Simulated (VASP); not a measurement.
# CaCu2S2 (P-3m1) in VASP: a series of runs

Runs on CaCu2S2. Level: PBEsol. Tasks: single point, relaxation of cell and atoms.

Program: VASP 6.6.1. These are calculated values, not measurements. Logs are shortened: lines on timing, memory, paths and dates and some standing lists are left out, and cuts for length are marked.

**1. The cell of the first run**

The structure is trigonal, space group P-3m1 (No. 164). The conventional cell has a = 3.851 Å, b = 3.851 Å, c = 6.429 Å, α = 90.00°, β = 90.00°, γ = 120.00°. Within 3.7 Å of Ca (site symmetry -3m) lie 6 S at 2.78 Å and 6 Cu at 3.27 Å. Cu (site symmetry 3m) has 4 S at 2.34 to 2.36 Å and 3 Cu at 2.76 Å within 3.1 Å. Within 3.1 Å of S (site symmetry 3m) lie 4 Cu at 2.34 to 2.36 Å and 3 Ca at 2.78 Å.

**2. Single point, PBEsol**

The input, INCAR:

```
SYSTEM = CaCu2S2
  PREC = Accurate
  ENCUT = 520
  EDIFF = 1E-6
  ISMEAR = 0
  SIGMA = 0.1
  LREAL = .False.
  LASPH = .True.
  NELM = 80
  ALGO = Normal
  ISIF = 2
  LWAVE = .False.
  LCHARG = .True.
  GGA = PS
  LELF = .True.
  LVHAR = .True.
  NBANDS = 30
```

The input, KPOINTS:

```
Automatic mesh
0
Gamma
  6 6 4
  0 0 0
```

The input, POSCAR:

```
CaCu2S2
1.0
    3.8507487920      0.0000000000      0.0000000000
   -1.9253743960      3.3348462775      0.0000000000
    0.0000000000      0.0000000000      6.4289361997
Ca Cu S
1 2 2
Direct
    0.0000000000      0.0000000000      0.0000000000
    0.3333333333      0.6666666667      0.3728639396
    0.6666666667      0.3333333333      0.6271360604
    0.3333333333      0.6666666667      0.7403671758
    0.6666666667      0.3333333333      0.2596328242
```

Potentials or basis: VASP PAW PBE potentials, release 64 (Ca_sv, Cu, S).

The run is started by

```console
> cat potpaw_PBE.64/Ca_sv/POTCAR potpaw_PBE.64/Cu/POTCAR potpaw_PBE.64/S/POTCAR > POTCAR
> mpirun -np 1 vasp_std > vasp.out
```

OUTCAR:

```text
SYSTEM = CaCu2S2
   PREC = Accurate
   ENCUT = 520
   EDIFF = 1E-6
   ISMEAR = 0
   LREAL = .False.
   LASPH = .True.
   NELM = 80
   ISIF = 2
   GGA = PS

 ion  position               nearest neighbor table
   1  0.000  0.000  0.000-   4 2.78   5 2.78   5 2.78   4 2.78   5 2.78   4 2.78
   2  0.333  0.667  0.373-   5 2.34   5 2.34   5 2.34   4 2.36   3 2.76   3 2.76   3 2.76
   3  0.667  0.333  0.627-   4 2.34   4 2.34   4 2.34   5 2.36   2 2.76   2 2.76   2 2.76
   4  0.333  0.667  0.740-   3 2.34   3 2.34   3 2.34   2 2.36   1 2.78   1 2.78   1 2.78
   5  0.667  0.333  0.260-   2 2.34   2 2.34   2 2.34   3 2.36   1 2.78   1 2.78   1 2.78

  LATTYP: Found a hexagonal cell.
 ALAT       =     3.8507487920
 C/A-ratio  =     1.6695288493

  Lattice vectors:

 A1 = (   3.8507487920,   0.0000000000,   0.0000000000)
 A2 = (  -1.9253743960,   3.3348462775,   0.0000000000)
 A3 = (   0.0000000000,   0.0000000000,   6.4289361997)

Analysis of symmetry for initial positions (statically):
=====================================================================
 Subroutine PRICEL returns:
 Original cell was already a primitive cell.

 Routine SETGRP: Setting up the symmetry group for a
 hexagonal supercell.

 Subroutine GETGRP returns: Found 12 space group operations
 (whereof 12 operations were pure point group operations)
 out of a pool of 24 trial point group operations.

The static configuration has the point symmetry D_3d.

Analysis of symmetry for dynamics (positions and initial velocities):
=====================================================================
 Subroutine PRICEL returns:
 Original cell was already a primitive cell.

 Routine SETGRP: Setting up the symmetry group for a
 hexagonal supercell.

 Subroutine GETGRP returns: Found 12 space group operations
 (whereof 12 operations were pure point group operations)
 out of a pool of 24 trial point group operations.

The dynamic configuration has the point symmetry D_3d.

 Subroutine INISYM returns: Found 12 space group operations
 (whereof 12 operations are pure point group operations),
 and found     1 'primitive' translations

----------------------------------------------------------------------------------------

                                     Primitive cell

  volume of cell :      82.5582

  direct lattice vectors                    reciprocal lattice vectors
     3.850748792  0.000000000  0.000000000     0.259689752  0.149931948  0.000000000
    -1.925374396  3.334846278  0.000000000     0.000000000  0.299863897  0.000000000
     0.000000000  0.000000000  6.428936200     0.000000000  0.000000000  0.155546729

  length of vectors
     3.850748792  3.850748792  6.428936200     0.299863897  0.299863897  0.155546729

  position of ions in fractional coordinates (direct lattice)
     0.000000000  0.000000000  0.000000000
     0.333333333  0.666666667  0.372863940
     0.666666667  0.333333333  0.627136060
     0.333333333  0.666666667  0.740367176
     0.666666667  0.333333333  0.259632824

  ion indices of the primitive-cell ions
   primitive index   ion index
                 1           1
                 2           2
                 3           3
                 4           4
                 5           5

----------------------------------------------------------------------------------------

 KPOINTS: Automatic mesh

Automatic generation of k-mesh.
 Grid dimensions read from file:
 generate k-points for:    6    6    4

 Generating k-lattice:

  Cartesian coordinates                     Fractional coordinates (reciprocal lattice)
     0.043281625  0.024988658  0.000000000     0.166666667  0.000000000  0.000000000
     0.000000000  0.049977316  0.000000000     0.000000000  0.166666667  0.000000000
     0.000000000  0.000000000  0.038886682     0.000000000  0.000000000  0.250000000

  Length of vectors
     0.049977316  0.049977316  0.038886682

  Shift w.r.t. Gamma in fractional coordinates (k-lattice)
     0.000000000  0.000000000  0.000000000

 Subroutine IBZKPT returns following result:
 ===========================================

 Found     24 irreducible k-points:

 Following reciprocal coordinates:
            Coordinates               Weight
  0.000000  0.000000  0.000000      1.000000
  0.166667 -0.000000  0.000000      6.000000
  0.333333 -0.000000  0.000000      6.000000
  0.500000  0.000000  0.000000      3.000000
  0.166667  0.166667  0.000000      6.000000
  0.333333  0.166667  0.000000     12.000000
[... 16 lines left out ...]
  0.333333  0.166667  0.500000     12.000000
  0.333333  0.333333  0.500000      2.000000
   k-points           NKPTS =     24   k-points in BZ     NKDIM =     24   number of bands    NBANDS=     30
   number of dos      NEDOS =    301   number of ions     NIONS =      5
   total plane-waves  NPLWV =  43200
   dimension x,y,z NGX =    30 NGY =   30 NGZ =   48
   dimension x,y,z NGXF=    60 NGYF=   60 NGZF=   96
   ions per type =               1   2   2
   NGX,Y,Z   is equivalent  to a cutoff of  12.95, 12.95, 12.41 a.u.
   NGXF,Y,Z  is equivalent  to a cutoff of  25.90, 25.90, 24.82 a.u.
 SYSTEM =  CaCu2S2
   PREC   = accura    normal or accurate (medium, high low for compatibility)
   ISTART =      0    job   : 0-new  1-cont  2-samecut
   ICHARG =      2    charge: 1-file 2-atom 10-const
   ISPIN  =      1    spin polarized calculation?
   LNONCOLLINEAR =      F non collinear calculations
   LSORBIT =      F    spin-orbit coupling
   LASPH  =      T    aspherical Exc in radial PAW
   ENCUT  =  520.0 eV  38.22 Ry    6.18 a.u.   7.16  7.16 11.95*2*pi/ulx,y,z
   NELM   =     80;   NELMIN=  2; NELMDL= -5     # of ELM steps
   EDIFF  = 0.1E-05   stopping-criterion for ELM
   LREAL  =      F    real-space projection
   EDIFFG = 0.1E-04   stopping-criterion for IOM
   NSW    =      0    number of steps for IOM
   IBRION =     -1    ionic relax: 0-MD 1-quasi-New 2-CG
   NFREE  =      0    steps in history (QN), initial steepest desc. (CG)
   ISIF   =      2    stress and relaxation
   ISYM   =      2    0-nonsym 1-usesym 2-fastsym
   POTIM  = 0.5000    time-step for ionic-motion
   TEBEG  =    0.0;   TEEND  =   0.0 temperature during run
   PSTRESS=    0.0 pullay stress
   NELECT =      44.0000    total number of electrons
   NUPDOWN=      -1.0000    fix difference up-down
   EMIN   =  10.00;   EMAX   =-10.00  energy-range for DOS
   EFERMI =   0.00;   METHOD = LEGACY
   ISMEAR =     0;   SIGMA  =   0.10  broadening in eV -4-tet -1-fermi 0-gaus
   EFERMI_NEDOS =   21; number of points for ismear=-14 and -15
   IALGO  =     38    algorithm
   IMIX   =      4    mixing-type and parameters
     AMIX     =   0.40;   BMIX     =  1.00
     AMIX_MAG =   1.60;   BMIX_MAG =  1.00
  volume/ion in A,a.u.               =      16.51       111.43
  Fermi-wavevector in a.u.,A,eV,Ry     =   1.327310  2.508252 23.970087  1.761752
  Thomas-Fermi vector in A             =   2.456632
   LORBIT       =      0    0 simple, 1 ext, 2 COOP (PROOUT), +10 PAW based schemes
   GGA     = PS    functional components
   LHFCALC =     F    Hartree Fock is set to
   AEXX    =    0.0000 exact exchange contribution
   IVDW    =     0    specifies the selected vdW correction
   LEPSILON=     F    determine dielectric tensor
   LRPA    =     F    only Hartree local field effects (RPA)
 non-spin polarized calculation
 Gauss-broadening in eV      SIGMA  =   0.10
  energy-cutoff  :      520.00
  volume of cell :       82.56
 maximum number of plane-waves:      2237
 NGX is ok and might be reduce to    30
   NGX = 15   NGY = 15   NGZ = 23

 number of electron      44.0000000 magnetization

 Free energy of the ion-electron system (eV)
  ---------------------------------------------------
  ext. energy  EPLUGINS =         0.00000000
  ---------------------------------------------------
  free energy    TOTEN  =       -24.46372622 eV

  energy without entropy =      -24.46372622  energy(sigma->0) =      -24.46372622

 E-fermi :   6.5470     XC(G=0): -10.8971

 val. band max:        6.1351401307   @ k =   0.0000   0.0000   0.0000
 cond. band min:       7.3369364869   @ k =   0.0000   0.0000   0.0000
 fundamental gap:      1.2017963562
 Fermi energy:         6.5470176160

 k-point     1 :       0.0000    0.0000    0.0000
  band No.  band energies     occupation
      1     -34.1562      2.00000
      2     -15.4015      2.00000
      3     -15.2435      2.00000
      4     -15.2435      2.00000
      5      -8.2616      2.00000
      6      -7.2096      2.00000
[... 22 lines left out ...]
     29      10.1007      0.00000
     30      12.1150      0.00000

 k-point     2 :       0.1667   -0.0000    0.0000
  band No.  band energies     occupation
      1     -34.1525      2.00000
      2     -15.3846      2.00000
      3     -15.2973      2.00000
      4     -15.2540      2.00000
      5      -8.0566      2.00000
      6      -7.1688      2.00000
[... 22 lines left out ...]
     29      10.3973      0.00000
     30      12.0530      0.00000

 k-point     3 :       0.3333   -0.0000    0.0000
  band No.  band energies     occupation
      1     -34.1449      2.00000
      2     -15.4034      2.00000
      3     -15.3489      2.00000
      4     -15.2749      2.00000
      5      -7.5830      2.00000
      6      -7.1039      2.00000
[... 22 lines left out ...]
     29      11.0635      0.00000
     30      11.9584      0.00000

 k-point     4 :       0.5000    0.0000    0.0000
  band No.  band energies     occupation
      1     -34.1411      2.00000
      2     -15.4535      2.00000
      3     -15.3321      2.00000
      4     -15.2854      2.00000
      5      -7.2283      2.00000
      6      -7.1581      2.00000
[... 616 lines left out ...]
     29      11.5917      0.00000
     30      11.7965      0.00000

 k-point    23 :       0.3333    0.1667    0.5000
  band No.  band energies     occupation
      1     -34.1411      2.00000
      2     -15.4246      2.00000
      3     -15.3342      2.00000
      4     -15.3131      2.00000
      5      -7.3254      2.00000
      6      -7.0539      2.00000
[... 22 lines left out ...]
     29      11.6272      0.00000
     30      12.3221      0.00000

 k-point    24 :       0.3333    0.3333    0.5000
  band No.  band energies     occupation
      1     -34.1393      2.00000
      2     -15.3846      2.00000
      3     -15.3846      2.00000
      4     -15.3254      2.00000
      5      -7.1145      2.00000
      6      -7.1145      2.00000
[... 22 lines left out ...]
     29      12.0413      0.00000
     30      12.0413      0.00000

------------------------ aborting loop because EDIFF is reached ----------------------------------------

  FORCE on cell =-STRESS in cart. coord.  units (eV):
  Direction    XX          YY          ZZ          XY          YZ          ZX
  --------------------------------------------------------------------------------------
  -------------------------------------------------------------------------------------
  Total        0.2505289      0.2505289      0.2651475      0.0000000      0.0000000      0.0000000
  in kB        4.8619247      4.8619247      5.1456243      0.0000000      0.0000000      0.0000000
  external PRESSURE =       4.9564912 kB  Pullay stress =       0.0000000 kB

 VOLUME and BASIS-vectors are now :
 -----------------------------------------------------------------------------
  energy-cutoff  :      520.00
  volume of cell :       82.56
      direct lattice vectors                 reciprocal lattice vectors
     3.850748792  0.000000000  0.000000000     0.259689752  0.149931948  0.000000000
    -1.925374396  3.334846278  0.000000000     0.000000000  0.299863897  0.000000000
     0.000000000  0.000000000  6.428936200     0.000000000  0.000000000  0.155546729

 POSITION                                       TOTAL-FORCE (eV/Angst)
 -----------------------------------------------------------------------------------
      0.00000      0.00000      0.00000         0.000000      0.000000      0.000000
     -0.00000      2.22323      2.39712        -0.000000      0.000000     -0.000167
      1.92537      1.11162      4.03182         0.000000      0.000000      0.000167
     -0.00000      2.22323      4.75977        -0.000000      0.000000      0.008982
      1.92537      1.11162      1.66916         0.000000     -0.000000     -0.008982
 -----------------------------------------------------------------------------------
    total drift:                               -0.000000      0.000000      0.000000

  FREE ENERGIE OF THE ION-ELECTRON SYSTEM (eV)
  ---------------------------------------------------
  free  energy   TOTEN  =       -24.4637262212 eV

  energy  without entropy=      -24.4637262211  energy(sigma->0) =      -24.46372622
```

Run time: 62 s. Hardware: 1 thread of Intel Xeon Platinum 8488C (Sapphire Rapids), shared host; peak memory 0.22 GiB.

Results:

```
Free energy            : -24.4637 eV
Pressure               : 0.5 GPa
Largest force          : 0.009 eV/Å
Band gap on the k mesh : 1.20 eV, direct
```

Forces on the atoms (eV/Å):
```
Ca   0.000  0.000  0.000
Cu   0.000  0.000  0.000
Cu   0.000  0.000  0.000
S    0.000  0.000  0.009
S    0.000  0.000 -0.009
```

Levels at points of the mesh, in eV from the valence-band top:
```
           k point  band 19  band 20  band 21  band 22  band 23  band 24  band 25  band 26
(0.00, 0.00, 0.00)    -0.76    -0.17     0.00     0.00     1.20     2.21     2.52     3.14
(0.50, 0.00, 0.00)    -1.96    -1.93    -1.72    -0.82     1.82     3.38     4.06     5.14
(0.00, 0.00, 0.50)    -0.63    -0.63    -0.36    -0.36     1.91     2.37     3.22     3.22
(0.50, 0.00, 0.50)    -2.02    -1.93    -0.90    -0.64     1.67     2.81     3.15     4.28
```

Caveat: the PAW data sets were made with another functional, which shifts forces and pressure a little. A k mesh can miss the band edges.

**3. Single point, PBEsol**

The input, INCAR:

```
PREC     = Accurate       # precision mode
ENCUT    = 520            # plane-wave cutoff, eV
EDIFF    = 1E-6           # SCF threshold, eV
ISMEAR   = 0              # smearing method
SIGMA    = 0.02           # smearing width, eV
LREAL    = F              # projectors in reciprocal space
LASPH    = T              # aspherical terms in the spheres
NELM     = 100            # most SCF steps
ALGO     = Normal         # electronic algorithm
ISIF     = 2              # what is computed and relaxed
LWAVE    = F              # write WAVECAR
LCHARG   = T              # write CHGCAR
GGA      = PS             # functional
LELF     = T              # ELF
LVHAR    = T            
NBANDS   = 30             # bands
```

The input, KPOINTS:

```
regular mesh
0
Gamma
  12 12 4
```

The input, POSCAR:

```
CaCu2S2
1.0
    3.8502672685      0.0000000000      0.0000000000
   -1.9251336343      3.3344292659      0.0000000000
    0.0000000000      0.0000000000      6.4327676672
Ca Cu S
1 2 2
Direct
    0.0000000000      0.0000000000      0.0000000000
    0.3333333333      0.6666666667      0.3729150461
    0.6666666667      0.3333333333      0.6270849539
    0.3333333333      0.6666666667      0.7402455762
    0.6666666667      0.3333333333      0.2597544238
```

Potentials or basis: VASP PAW PBE potentials, release 64 (Ca_sv, Cu, S).

The run is started by

```console
> cat potpaw_PBE.64/Ca_sv/POTCAR potpaw_PBE.64/Cu/POTCAR potpaw_PBE.64/S/POTCAR > POTCAR
> mpirun -np 1 vasp_std > vasp.out
```

OUTCAR:

```text
PREC = Accurate
   ENCUT = 520
   EDIFF = 1E-6
   ISMEAR = 0
   LREAL = F
   LASPH = T
   NELM = 100
   ISIF = 2
   GGA = PS

 ion  position               nearest neighbor table
   1  0.000  0.000  0.000-   4 2.78   5 2.78   5 2.78   4 2.78   5 2.78   4 2.78
   2  0.333  0.667  0.373-   5 2.34   5 2.34   5 2.34   4 2.36   3 2.76   3 2.76   3 2.76
   3  0.667  0.333  0.627-   4 2.34   4 2.34   4 2.34   5 2.36   2 2.76   2 2.76   2 2.76
   4  0.333  0.667  0.740-   3 2.34   3 2.34   3 2.34   2 2.36   1 2.78   1 2.78   1 2.78
   5  0.667  0.333  0.260-   2 2.34   2 2.34   2 2.34   3 2.36   1 2.78   1 2.78   1 2.78
[... 998 lines left out ...]
  -------------------------------------------------------------------------------------
  Total        0.2431489      0.2431489      0.2384988     -0.0000000      0.0000000     -0.0000000
  in kB        4.7170735      4.7170735      4.6268613     -0.0000000      0.0000000     -0.0000000
  external PRESSURE =       4.6870027 kB  Pullay stress =       0.0000000 kB

 VOLUME and BASIS-vectors are now :
 -----------------------------------------------------------------------------
  energy-cutoff  :      520.00
  volume of cell :       82.59
      direct lattice vectors                 reciprocal lattice vectors
     3.850267269  0.000000000  0.000000000     0.259722230  0.149950699  0.000000000
    -1.925133634  3.334429266  0.000000000     0.000000000  0.299901398  0.000000000
     0.000000000  0.000000000  6.432767667     0.000000000  0.000000000  0.155454083

 POSITION                                       TOTAL-FORCE (eV/Angst)
 -----------------------------------------------------------------------------------
      0.00000      0.00000      0.00000        -0.000000      0.000000     -0.000000
     -0.00000      2.22295      2.39888        -0.000000     -0.000000     -0.003590
      1.92513      1.11148      4.03389         0.000000      0.000000      0.003590
     -0.00000      2.22295      4.76183        -0.000000      0.000000      0.012708
      1.92513      1.11148      1.67094         0.000000     -0.000000     -0.012708
 -----------------------------------------------------------------------------------
    total drift:                                0.000000      0.000000      0.000000

  FREE ENERGIE OF THE ION-ELECTRON SYSTEM (eV)
  ---------------------------------------------------
  free  energy   TOTEN  =       -24.4674118946 eV

  energy  without entropy=      -24.4674118946  energy(sigma->0) =      -24.46741189
```

Wall time 3 min (1 thread of Intel Xeon Platinum 8488C (Sapphire Rapids), shared host); peak memory 0.3 GiB.

Results:

| Item | Value |
| --- | --- |
| Free energy | -24.4674 eV |
| Pressure | 0.5 GPa |
| Largest force | 0.013 eV/Å |
| Band gap on the k mesh | 1.20 eV, direct |

Forces on the atoms (eV/Å):
```
Ca   0.000  0.000  0.000
Cu   0.000  0.000 -0.004
Cu   0.000  0.000  0.004
S    0.000  0.000  0.013
S    0.000  0.000 -0.013
```

Levels at points of the mesh, in eV from the valence-band top:
| k point | band 20 | band 21 | band 22 | band 23 | band 24 | band 25 |
| --- | --- | --- | --- | --- | --- | --- |
| (0.00, 0.00, 0.00) | -0.17 | 0.00 | 0.00 | 1.20 | 2.21 | 2.52 |
| (0.50, 0.00, 0.00) | -1.93 | -1.72 | -0.82 | 1.82 | 3.38 | 4.05 |
| (0.00, 0.00, 0.50) | -0.62 | -0.36 | -0.36 | 1.91 | 2.37 | 3.22 |
| (0.50, 0.00, 0.50) | -1.93 | -0.90 | -0.64 | 1.67 | 2.81 | 3.14 |

Caveat: the PAW data sets were made with another functional, which shifts forces and pressure a little. A k mesh can miss the band edges.

[end of part 1 of 2]
